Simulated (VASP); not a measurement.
A run of VASP 6.6.1 is set up as follows.

The input INCAR:

```
SYSTEM = Pt
PREC = Accurate
ENCUT = 520
EDIFF = 1E-6
ISMEAR = 1
SIGMA = 0.1
LREAL = .False.
LASPH = .True.
NELM = 80
ALGO = Normal
ISIF = 2
LWAVE = .False.
LCHARG = .True.
GGA = RP
LELF = .True.
LVHAR = .True.
NBANDS = 11
```

Contents of KPOINTS:

```
Automatic mesh
0
Gamma
  12 12 12
  0 0 0
```

The input POSCAR:

```
Pt
1.0
    0.0000000000      1.9609000000      1.9609000000
    1.9609000000      0.0000000000      1.9609000000
    1.9609000000      1.9609000000      0.0000000000
Pt
1
Direct
    0.0000000000      0.0000000000      0.0000000000
```

Potentials or basis: VASP PAW PBE potentials, release 64 (Pt).

Run with:

```console
$ cat potpaw_PBE.64/Pt/POTCAR > POTCAR
$ mpirun -np 1 vasp_std > vasp.out
```

(1) Predict the band gap on the k mesh.

(2) What does it give for the pressure?

## Answers

(1) zero (band 5 reaches 11.85 eV, above the bottom of band 6 at 9.62 eV).

(2) 13.9 GPa.

Caveat: the PAW data sets were made with another functional, which shifts forces and pressure a little; spin-orbit coupling is left out, which moves the levels of the heavy elements.
